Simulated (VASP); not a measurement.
Wanted: the native input for a VASP 6.6.1 run.

```yaml
Task: single point
Functional: PBEsol
Potentials_or_basis: VASP PAW PBE potentials, release 64 (Ba_sv, Zr_sv, O)
Cutoff: 520 eV
k_mesh: 6 × 6 × 6
Occupations: gaussian, width 0.02 eV
Spin: no spin polarisation
Dipole_correction: no
Further_INCAR_settings: ALGO = Normal; EDIFF = 1e-06; NBANDS = 28
```

The structure of BaZrO3 lies in POSCAR:

```
BaZrO3
1.0
    4.1806569734      0.0000000000      0.0000000000
    0.0000000000      4.1806569734      0.0000000000
    0.0000000000      0.0000000000      4.1806569734
Ba Zr O
1 1 3
Direct
    0.0000000000      0.0000000000      0.0000000000
    0.5000000000      0.5000000000      0.5000000000
    0.5000000000      0.0000000000      0.5000000000
    0.5000000000      0.5000000000      0.0000000000
    0.0000000000      0.5000000000      0.5000000000
```

These files were run (other wordings do the same):

INCAR

```
SYSTEM = BaZrO3
  PREC = Accurate
  ENCUT = 520
  EDIFF = 1E-6
  ISMEAR = 0
  SIGMA = 0.02
  LREAL = .FALSE.
  LASPH = .TRUE.
  NELM = 80
  ALGO = Normal
  ISIF = 2
  LWAVE = .FALSE.
  LCHARG = .FALSE.
  GGA = PS
  NBANDS = 28
```

KPOINTS

```
regular mesh
0
G
  6 6 6
  0 0 0
```

Potentials or basis: VASP PAW PBE potentials, release 64 (Ba_sv, Zr_sv, O).

Command:

```console
$ cat potpaw_PBE.64/Ba_sv/POTCAR potpaw_PBE.64/Zr_sv/POTCAR potpaw_PBE.64/O/POTCAR > POTCAR
$ mpirun -np 1 vasp_std > vasp.out
```

Results of the run:

```json
{
 "Pressure": "1.2 GPa",
 "Band gap on the k mesh": "3.12 eV, indirect (least direct gap 3.33 eV)"
}
```

Caveat: the PAW data sets were made with another functional, which shifts forces and pressure a little; spin-orbit coupling is left out, which moves the levels of the heavy elements.

Run time: 24 s on 1 thread of Intel(R) Xeon(R) Platinum 8375C CPU @ 2.90GHz (Ice Lake) (shared host), peak memory 0.19 GiB.
